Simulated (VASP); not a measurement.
# Ga (P6_3/mmc) in VASP: a series of runs

Ga is run at these levels: r2SCAN; tasks: single point, relaxation of cell and atoms.

All numbers are computed with VASP 6.6.1; they aren't measurements. Logs are shortened: lines on timing, memory, paths and dates and some standing lists are left out, and cuts for length are marked.

## 1. The cell of the first run

Symmetry: P6_3/mmc, No. 194, hexagonal system. Conventional cell: a = 2.976 Å, b = 2.976 Å, c = 4.698 Å, α = 90.00°, β = 90.00°, γ = 120.00°. Within 3.8 Å of Ga (site symmetry -6m2) lie 12 Ga at 2.91 to 2.98 Å.

## 2. Single point, r2SCAN

Input file POSCAR:

```
Ga
1.0
    2.9761992793      0.0000000000      0.0000000000
   -1.4880996397      2.5774641826      0.0000000000
    0.0000000000      0.0000000000      4.6982452607
Ga
2
Direct
    0.3333333333      0.6666666667      0.2500000000
    0.6666666667      0.3333333333      0.7500000000
```

Input file INCAR.step1:

```
ALGO = Normal
EDIFF = 1E-4
ENCUT = 520
GGA = PE
ISMEAR = -1
LASPH = T
LCHARG = F
LREAL = F
LWAVE = T
NBANDS = 20
NELM = 60
PREC = Accurate
SIGMA = 0.1
```

Input file INCAR.step2:

```
ALGO = Normal
EDIFF = 1E-7
ENCUT = 520
ISIF = 2
ISMEAR = -1
ISTART = 1
LASPH = T
LCHARG = T
LELF = T
LMIXTAU = T
LREAL = F
LVHAR = T
LWAVE = F
METAGGA = R2SCAN
NBANDS = 20
NELM = 60
PREC = Accurate
SIGMA = 0.1
```

Input file KPOINTS:

```
k-points
0
Gamma
  20 20 11
```

Potentials or basis: VASP PAW PBE potentials, release 64 (Ga_d).

Launch:

```bash
> cat potpaw_PBE.64/Ga_d/POTCAR > POTCAR
> cp INCAR.step1 INCAR
> mpirun -np 1 vasp_std > vasp.out
> cp INCAR.step2 INCAR
> mpirun -np 1 vasp_std > vasp.out
```

OUTCAR:

```text
EDIFF = 1E-7
   ENCUT = 520
   ISIF = 2
   ISMEAR = -1
   ISTART = 1
   LASPH = T
   LREAL = F
   METAGGA = R2SCAN
   NELM = 60
   PREC = Accurate

 ion  position               nearest neighbor table
   1  0.333  0.667  0.250-   2 2.91   2 2.91   2 2.91   2 2.91   2 2.91   2 2.91
   2  0.667  0.333  0.750-   1 2.91   1 2.91   1 2.91   1 2.91   1 2.91   1 2.91

  LATTYP: Found a hexagonal cell.
 ALAT       =     2.9761992793
 C/A-ratio  =     1.5786057383

  Lattice vectors:

 A1 = (   2.9761992793,   0.0000000000,   0.0000000000)
 A2 = (  -1.4880996397,   2.5774641826,   0.0000000000)
 A3 = (   0.0000000000,   0.0000000000,   4.6982452607)

Analysis of symmetry for initial positions (statically):
=====================================================================
 Subroutine PRICEL returns:
 Original cell was already a primitive cell.

 Routine SETGRP: Setting up the symmetry group for a
 hexagonal supercell.

 Subroutine GETGRP returns: Found 24 space group operations
 (whereof 12 operations were pure point group operations)
 out of a pool of 24 trial point group operations.

The static configuration has the point symmetry D_3d.
 The point group associated with its full space group is D_6h.

Analysis of symmetry for dynamics (positions and initial velocities):
=====================================================================
 Subroutine PRICEL returns:
 Original cell was already a primitive cell.

 Routine SETGRP: Setting up the symmetry group for a
 hexagonal supercell.

 Subroutine GETGRP returns: Found 24 space group operations
 (whereof 12 operations were pure point group operations)
 out of a pool of 24 trial point group operations.

The dynamic configuration has the point symmetry D_3d.
 The point group associated with its full space group is D_6h.

 Subroutine INISYM returns: Found 24 space group operations
 (whereof 12 operations are pure point group operations),
 and found     1 'primitive' translations

----------------------------------------------------------------------------------------

                                     Primitive cell

  volume of cell :      36.0405

  direct lattice vectors                    reciprocal lattice vectors
     2.976199279  0.000000000  0.000000000     0.335999006  0.193989117  0.000000000
    -1.488099640  2.577464183  0.000000000     0.000000000  0.387978233  0.000000000
     0.000000000  0.000000000  4.698245261     0.000000000  0.000000000  0.212845423

  length of vectors
     2.976199279  2.976199279  4.698245261     0.387978233  0.387978233  0.212845423

  position of ions in fractional coordinates (direct lattice)
     0.333333333  0.666666667  0.250000000
     0.666666667  0.333333333  0.750000000

  ion indices of the primitive-cell ions
   primitive index   ion index
                 1           1
                 2           2

----------------------------------------------------------------------------------------

 KPOINTS: k-points

Automatic generation of k-mesh.
 Grid dimensions read from file:
 generate k-points for:   20   20   11

 Generating k-lattice:

  Cartesian coordinates                     Fractional coordinates (reciprocal lattice)
     0.016799950  0.009699456  0.000000000     0.050000000  0.000000000  0.000000000
     0.000000000  0.019398912  0.000000000     0.000000000  0.050000000  0.000000000
     0.000000000  0.000000000  0.019349584     0.000000000  0.000000000  0.090909091

  Length of vectors
     0.019398912  0.019398912  0.019349584

  Shift w.r.t. Gamma in fractional coordinates (k-lattice)
     0.000000000  0.000000000  0.000000000

 Subroutine IBZKPT returns following result:
 ===========================================

 Found    264 irreducible k-points:

 Following reciprocal coordinates:
            Coordinates               Weight
  0.000000  0.000000  0.000000      1.000000
  0.050000 -0.000000  0.000000      6.000000
  0.100000 -0.000000  0.000000      6.000000
  0.150000  0.000000  0.000000      6.000000
  0.200000 -0.000000  0.000000      6.000000
  0.250000 -0.000000  0.000000      6.000000
[... 16 lines left out ...]
  0.200000  0.100000  0.000000     12.000000
  0.250000  0.100000  0.000000     12.000000
 [... further k-points ...]
   k-points           NKPTS =    264   k-points in BZ     NKDIM =    264   number of bands    NBANDS=     20
   number of dos      NEDOS =    301   number of ions     NIONS =      2
   total plane-waves  NPLWV =  20736
   dimension x,y,z NGX =    24 NGY =   24 NGZ =   36
   dimension x,y,z NGXF=    48 NGYF=   48 NGZF=   72
   ions per type =               2
   NGX,Y,Z   is equivalent  to a cutoff of  13.41, 13.41, 12.74 a.u.
   NGXF,Y,Z  is equivalent  to a cutoff of  26.81, 26.81, 25.48 a.u.
 SYSTEM =  unknown system
   PREC   = accura    normal or accurate (medium, high low for compatibility)
   ISTART =      1    job   : 0-new  1-cont  2-samecut
   ICHARG =      0    charge: 1-file 2-atom 10-const
   ISPIN  =      1    spin polarized calculation?
   LNONCOLLINEAR =      F non collinear calculations
   LSORBIT =      F    spin-orbit coupling
   LASPH  =      T    aspherical Exc in radial PAW
   ENCUT  =  520.0 eV  38.22 Ry    6.18 a.u.   5.53  5.53  8.74*2*pi/ulx,y,z
   NELM   =     60;   NELMIN=  2; NELMDL=  0     # of ELM steps
   EDIFF  = 0.1E-06   stopping-criterion for ELM
   LREAL  =      F    real-space projection
   EDIFFG = 0.1E-05   stopping-criterion for IOM
   NSW    =      0    number of steps for IOM
   IBRION =     -1    ionic relax: 0-MD 1-quasi-New 2-CG
   NFREE  =      0    steps in history (QN), initial steepest desc. (CG)
   ISIF   =      2    stress and relaxation
   ISYM   =      2    0-nonsym 1-usesym 2-fastsym
   POTIM  = 0.5000    time-step for ionic-motion
   TEBEG  =    0.0;   TEEND  =   0.0 temperature during run
   PSTRESS=    0.0 pullay stress
   NELECT =      26.0000    total number of electrons
   NUPDOWN=      -1.0000    fix difference up-down
   EMIN   =  10.00;   EMAX   =-10.00  energy-range for DOS
   EFERMI =   0.00;   METHOD = LEGACY
   ISMEAR =    -1;   SIGMA  =   0.10  broadening in eV -4-tet -1-fermi 0-gaus
   EFERMI_NEDOS =   21; number of points for ismear=-14 and -15
   IALGO  =     38    algorithm
   IMIX   =      4    mixing-type and parameters
     AMIX     =   0.40;   BMIX     =  1.00
     AMIX_MAG =   1.60;   BMIX_MAG =  1.00
  volume/ion in A,a.u.               =      18.02       121.61
  Fermi-wavevector in a.u.,A,eV,Ry     =   1.468258  2.774606 29.331206  2.155783
  Thomas-Fermi vector in A             =   2.583778
   LORBIT       =      0    0 simple, 1 ext, 2 COOP (PROOUT), +10 PAW based schemes
   METAGGA = R2SCAN    functional components
   LHFCALC =     F    Hartree Fock is set to
   AEXX    =    0.0000 exact exchange contribution
   IVDW    =     0    specifies the selected vdW correction
   LEPSILON=     F    determine dielectric tensor
   LRPA    =     F    only Hartree local field effects (RPA)
 non-spin polarized calculation
  energy-cutoff  :      520.00
  volume of cell :       36.04
 maximum number of plane-waves:      1008
 NGX is ok and might be reduce to    24
   NGX = 11   NGY = 11   NGZ = 17

 number of electron      25.9999996 magnetization

 Free energy of the ion-electron system (eV)
  ---------------------------------------------------
  ext. energy  EPLUGINS =         0.00000000
  ---------------------------------------------------
  free energy    TOTEN  =       -22.58280887 eV

  energy without entropy =      -22.55871353  energy(sigma->0) =      -22.57076120

 E-fermi :   5.9336     XC(G=0): -12.4598

 val. band max:        5.9130181312   @ k =   0.1500   0.1500   0.1818
 cond. band min:       5.9518190997   @ k =   0.2500   0.1500   0.0909
 fundamental gap:      0.0388009685
 Fermi energy:         5.9336289303

 k-point     1 :       0.0000    0.0000    0.0000
  band No.  band energies     occupation
      1      -9.6984      2.00000
      2      -9.5759      2.00000
      3      -9.5759      2.00000
      4      -9.5733      2.00000
      5      -9.5459      2.00000
      6      -9.5459      2.00000
[... 12 lines left out ...]
     19      20.4825      0.00000
     20      20.8382      0.00000

 k-point     2 :       0.0500   -0.0000    0.0000
  band No.  band energies     occupation
      1      -9.6945      2.00000
      2      -9.5887      2.00000
      3      -9.5704      2.00000
      4      -9.5597      2.00000
      5      -9.5459      2.00000
      6      -9.5409      2.00000
[... 12 lines left out ...]
     19      20.8678      0.00000
     20      21.1424      0.00000

 k-point     3 :       0.1000   -0.0000    0.0000
  band No.  band energies     occupation
      1      -9.6856      2.00000
      2      -9.6014      2.00000
      3      -9.5546      2.00000
      4      -9.5488      2.00000
      5      -9.5402      2.00000
      6      -9.5320      2.00000
[... 12 lines left out ...]
     19      20.1239      0.00000
     20      21.9157      0.00000

 k-point     4 :       0.1500    0.0000    0.0000
  band No.  band energies     occupation
      1      -9.6805      2.00000
      2      -9.6075      2.00000
      3      -9.5503      2.00000
      4      -9.5480      2.00000
      5      -9.5405      2.00000
      6      -9.5299      2.00000
[... 12 lines left out ...]
     19      19.1348      0.00000
     20      22.3390      0.00000

 k-point     5 :       0.2000   -0.0000    0.0000
  band No.  band energies     occupation
      1      -9.6891      2.00000
      2      -9.6038      2.00000
      3      -9.5705      2.00000
      4      -9.5538      2.00000
      5      -9.5496      2.00000
      6      -9.4987      2.00000
[... 12 lines left out ...]
     19      18.7689      0.00000
     20      21.7957      0.00000

 k-point     6 :       0.2500   -0.0000    0.0000
  band No.  band energies     occupation
      1      -9.7075      2.00000
      2      -9.6028      2.00000
      3      -9.5981      2.00000
      4      -9.5677      2.00000
      5      -9.5394      2.00000
      6      -9.4651      2.00000
[... 12 lines left out ...]
     19      18.2578      0.00000
     20      21.2784      0.00000

 k-point     7 :       0.3000    0.0000    0.0000
  band No.  band energies     occupation
      1      -9.7286      2.00000
      2      -9.6278      2.00000
      3      -9.6101      2.00000
      4      -9.5810      2.00000
      5      -9.5215      2.00000
      6      -9.4529      2.00000
[... 12 lines left out ...]
     19      17.7599      0.00000
     20      20.8052      0.00000
[... 277 lines left out ...]
 k-point    20 :       0.4500    0.0500    0.0000
  band No.  band energies     occupation
      1      -9.7706      2.00000
      2      -9.6991      2.00000
      3      -9.6341      2.00000
      4      -9.6067      2.00000
      5      -9.4876      2.00000
      6      -9.4778      2.00000
[... 12 lines left out ...]
     19      16.2651      0.00000
     20      18.8075      0.00000

 k-point    21 :       0.1000    0.1000    0.0000
  band No.  band energies     occupation
      1      -9.6701      2.00000
      2      -9.6238      2.00000
      3      -9.5552      2.00000
      4      -9.5492      2.00000
      5      -9.5413      2.00000
      6      -9.5189      2.00000
[... 12 lines left out ...]
     19      19.4895      0.00000
     20      20.3645      0.00000

 k-point    22 :       0.1500    0.1000    0.0000
  band No.  band energies     occupation
      1      -9.6704      2.00000
      2      -9.6285      2.00000
      3      -9.5781      2.00000
      4      -9.5610      2.00000
      5      -9.5375      2.00000
      6      -9.4999      2.00000
[... 12 lines left out ...]
     19      18.9254      0.00000
     20      19.8520      0.00000

 k-point    23 :       0.2000    0.1000    0.0000
  band No.  band energies     occupation
      1      -9.6861      2.00000
      2      -9.6204      2.00000
      3      -9.6062      2.00000
      4      -9.5723      2.00000
      5      -9.5327      2.00000
      6      -9.4754      2.00000
[... 12 lines left out ...]
     19      18.3097      0.00000
     20      18.9828      0.00000

 k-point    24 :       0.2500    0.1000    0.0000
  band No.  band energies     occupation
      1      -9.7063      2.00000
      2      -9.6359      2.00000
      3      -9.6139      2.00000
      4      -9.5824      2.00000
      5      -9.5227      2.00000
      6      -9.4559      2.00000
[... 12 lines left out ...]
     19      17.8118      0.00000
     20      18.3463      0.00000

 [... further k-points ...]
[... 5 lines left out ...]
  --------------------------------------------------------------------------------------
  -------------------------------------------------------------------------------------
  Total       -0.0428129     -0.0428129      0.1694521      0.0000000     -0.0000000      0.0000000
  in kB       -1.9032451     -1.9032451      7.5329870      0.0000000     -0.0000000      0.0000000
  external PRESSURE =       1.2421656 kB  Pullay stress =       0.0000000 kB

 VOLUME and BASIS-vectors are now :
 -----------------------------------------------------------------------------
  energy-cutoff  :      520.00
  volume of cell :       36.04
      direct lattice vectors                 reciprocal lattice vectors
     2.976199279  0.000000000  0.000000000     0.335999006  0.193989117  0.000000000
    -1.488099640  2.577464183  0.000000000     0.000000000  0.387978233  0.000000000
     0.000000000  0.000000000  4.698245261     0.000000000  0.000000000  0.212845423

 POSITION                                       TOTAL-FORCE (eV/Angst)
 -----------------------------------------------------------------------------------
     -0.00000      1.71831      1.17456         0.000000     -0.000000      0.000000
      1.48810      0.85915      3.52368        -0.000000      0.000000     -0.000000
 -----------------------------------------------------------------------------------
    total drift:                               -0.000000      0.000000      0.000000

  FREE ENERGIE OF THE ION-ELECTRON SYSTEM (eV)
  ---------------------------------------------------
  free  energy   TOTEN  =       -22.5828088719 eV

  energy  without entropy=      -22.5587135264  energy(sigma->0) =      -22.57076120
```

Run time: 3.5 min. Hardware: 1 thread of Intel Xeon 6975P-C (Granite Rapids), shared host; peak memory 0.27 GiB.

Results:

```
Free energy            : -22.5828 eV
Pressure               : 0.1 GPa
Band gap on the k mesh : zero (band 13 reaches 10.38 eV, above the bottom of band 14 at 2.77 eV)
```

Caveat: the PAW data sets were made with another functional, which shifts forces and pressure a little.

(Part 1 of 2 ends here.)
